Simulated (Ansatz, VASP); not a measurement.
## SiO2 in VASP and in Ansatz

The input INCAR:

```
SYSTEM = SiO2
  ALGO = Normal
  EDIFF = 1E-6
  ENCUT = 520
  GGA = PE
  ISIF = 2
  ISMEAR = 0
  LASPH = .True.
  LCHARG = .False.
  LREAL = .False.
  LWAVE = .False.
  NBANDS = 25
  NELM = 100
  PREC = Accurate
  SIGMA = 0.05
```

The input KPOINTS:

```
k-points
0
Gamma
  6 6 8
  0 0 0
```

File POSCAR:

```
SiO2
1.0
    4.1406000000      0.0000000000      0.0000000000
    0.0000000000      4.1406000000      0.0000000000
    0.0000000000      0.0000000000      2.9319000000
Si O
2 4
Direct
    0.5000000000      0.5000000000      0.5000000000
    0.0000000000      0.0000000000      0.0000000000
    0.6930127928      0.6930127928      0.0000000000
    0.1930127928      0.8069872072      0.5000000000
    0.3069872072      0.3069872072      0.0000000000
    0.8069872072      0.1930127928      0.5000000000
```

Input for Ansatz:

```yaml
crystal:
  lattice:
    - [4.1406, 0.0, 0.0]
    - [0.0, 4.1406, 0.0]
    - [0.0, 0.0, 2.9319]
  atoms:
    - { symbol: Si, position: [0.5, 0.5, 0.5] }
    - { symbol: Si, position: [0.0, 0.0, 0.0] }
    - { symbol: O, position: [0.6930127928, 0.6930127928, 0.0] }
    - { symbol: O, position: [0.1930127928, 0.8069872072, 0.5] }
    - { symbol: O, position: [0.3069872072, 0.3069872072, 0.0] }
    - { symbol: O, position: [0.8069872072, 0.1930127928, 0.5] }
basis:
  ecutwfc: 520.0
kpoints:
  mp_grid: { grid: [6, 6, 8] }
hamiltonian:
  xc: pbe
  pseudopotentials: { kind: paw, azcp: { folder: soft_1 } }
scf:
  occupations: { method: gaussian, width: 0.05 }
output:
  forces: true
  stress: true
  eigenvalues: true
```

Alike in both runs: task single point; functional PBE; k mesh 6 × 6 × 8; occupations gaussian, width 0.05 eV; no spin polarisation.

|  | VASP | Ansatz |
| --- | --- | --- |
| version | VASP 6.6.1 | Ansatz 0.2.0 |
| potentials or method | VASP PAW PBE potentials, release 64 (Si, O), cutoff 520 eV | scalar-relativistic, plane waves, PAW |
| valence electrons in the cell | 32 | 32 |

Ansatz gave:

```
gap on the k mesh at the Fermi level (eV)                     : 3.91
least direct gap on the mesh (eV)                             : 3.91
pressure (GPa)                                                : -13.7
traceless stress, the component that is largest in VASP (GPa) : -26.56
rms of the force components (eV/Å)                            : 0.286
```

**Question.** Estimate VASP's values.

**Answer.** gap on the k mesh at the Fermi level (eV): 3.89; least direct gap on the mesh (eV): 3.89; pressure (GPa): -13.5; traceless stress, the component that is largest in VASP (GPa): -26.41; rms of the force components (eV/Å): 0.283.

Atom by atom the forces differ by 0.003 eV/Å (rms over components). With one functional, cell and mesh, what is left measures potentials, basis and numerics.
